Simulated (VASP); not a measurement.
WS2:

```
W S
1.0
     1.57900    0.91164    6.16333
    -1.57900    0.91164    6.16333
     0.00000   -1.82327    6.16333
W S
1 2
Direct
  0.00000 0.00000 0.00000
  0.24970 0.24970 0.24970
  0.41900 0.41900 0.41900
```

Base run:

```yaml
Program: VASP 6.6.1
Functional: PBEsol
Potentials_or_basis: VASP PAW PBE potentials, release 64 (W_sv, S)
Cutoff: 520 eV
k_mesh: 8 × 8 × 8
Occupations: fermi-dirac, width 0.05 eV
Spin: no spin polarisation
```

Its results: band gap on the k mesh 1.14 eV (least direct gap 2.31 eV); pressure -0.5 GPa; largest force 0.602 eV/Å.

Problem. The run is repeated on the same cell with these changes: k mesh from 8 × 8 × 8 to 4 × 4 × 4. What comes out?

Solution. Band gap on the k mesh 1.34 eV (least direct gap 2.31 eV); pressure -0.9 GPa; largest force 0.590 eV/Å.

Caveats: some runs use coarse meshes; the PAW data sets were made with another functional, which shifts forces and pressure a little; spin-orbit coupling is left out, which moves the levels of the heavy elements.

A k mesh can miss the band edges.
